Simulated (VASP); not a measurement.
Wanted: the native input for a VASP 6.6.1 run.

| Item | Value |
| --- | --- |
| Task | single point |
| Functional | PBEsol |
| Dispersion | D3(BJ) |
| Potentials or basis | VASP PAW PBE potentials, release 64 (Sn_d, O) |
| Cutoff | 520 eV |
| k mesh | 12 × 12 × 4 |
| Occupations | gaussian, width 0.05 eV |
| Spin | no spin polarisation |
| Dipole correction | no |
| Further INCAR settings | ALGO = Normal; EDIFF = 1e-06; NBANDS = 35 |

The structure of SnO2 lies in POSCAR:

```
SnO2
1.0
    3.2043189132      0.0000000000      0.0000000000
   -1.6021594566      2.7750215806      0.0000000000
    0.0000000000      0.0000000000     10.1973678110
Sn O
2 4
Direct
   -0.1299075152      0.0000000000      0.5000000000
    0.1299075152      0.0000000000      0.0000000000
    0.5349147339      0.3333333333      0.4003665319
    0.7984185994      0.3333333333      0.0996334681
    0.2015814006      0.6666666667      0.5996334681
    0.4650852661      0.6666666667      0.9003665319
```

This cell differs from its parent crystal: atoms displaced along a vibrational mode, the cell strained.

The input as run:

INCAR

```
SYSTEM = SnO2
PREC = Accurate ; ENCUT = 520
EDIFF = 1E-6 ; ISMEAR = 0
SIGMA = 0.05 ; LREAL = .False.
LASPH = .True. ; NELM = 80
ALGO = Normal ; ISIF = 2
LWAVE = .False. ; LCHARG = .True.
GGA = PS ; IVDW = 12
LELF = .True. ; LVHAR = .True.
NBANDS = 35
```

KPOINTS

```
Automatic mesh
0
Gamma
  12 12 4
  0 0 0
```

Potentials or basis: VASP PAW PBE potentials, release 64 (Sn_d, O).

The run is started by

```console
$ cat potpaw_PBE.64/Sn_d/POTCAR potpaw_PBE.64/O/POTCAR > POTCAR
$ mpirun -np 1 vasp_std > vasp.out
```

Results of the run:

```
Pressure                   : -3.1 GPa
Largest force              : 0.188 eV/Å
Band gap on the k mesh     : 2.06 eV (least direct gap 2.40 eV)
Dispersion energy per atom : -0.150 eV
```

Caveat: the cell differs from its parent crystal (atoms displaced along a vibrational mode, the cell strained); the cell stands under tension; the PAW data sets were made with another functional, which shifts forces and pressure a little; spin-orbit coupling is left out, which moves the levels of the heavy elements.

Wall time 4.2 min on 1 thread of Intel(R) Xeon(R) Platinum 8559C (Emerald Rapids) (shared host), peak memory 0.43 GiB.
